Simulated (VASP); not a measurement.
A run of VASP 6.6.1 is set up as follows.

The input INCAR:

```
SYSTEM = AlRu
PREC = Accurate ; ENCUT = 520
EDIFF = 1E-7 ; ISMEAR = -1
SIGMA = 0.05 ; LREAL = .False.
LASPH = .True. ; NELM = 150
ALGO = Normal ; ISIF = 2
LWAVE = .False. ; LCHARG = .True.
MAGMOM = 0 0 0 0 0 0 ; LORBIT = 11
LSORBIT = .True. ; GGA_COMPAT = .False.
LORBMOM = .True. ; LMAXMIX = 4
GGA = PS ; LVHAR = .True.
NBANDS = 29
```

KPOINTS

```
Automatic mesh
0
Gamma
  14 14 14
  0 0 0
```

Contents of POSCAR:

```
AlRu
1.0
    2.9765098736      0.0000000000      0.0000000000
    0.0000000000      2.9765098736      0.0000000000
    0.0000000000      0.0000000000      2.9765098736
Al Ru
1 1
Direct
    0.0000000000      0.0000000000      0.0000000000
    0.5000000000      0.5000000000      0.5000000000
```

Potentials or basis: VASP PAW PBE potentials, release 64 (Al, Ru_pv).

Run with:

```bash
$ cat potpaw_PBE.64/Al/POTCAR potpaw_PBE.64/Ru_pv/POTCAR > POTCAR
$ mpirun -np 1 vasp_ncl > vasp.out
```

**Question.** Predict the pressure.

**Answer.** 0.1 GPa.

**Question.** Predict the net moment.

**Answer.** 0.00 μB per cell.

Moments on the atoms (μB; x, y, z):
```
Al  0.00 0.00 0.00
Ru  0.00 0.00 0.00
```

Caveat: the PAW data sets were made with another functional, which shifts forces and pressure a little.
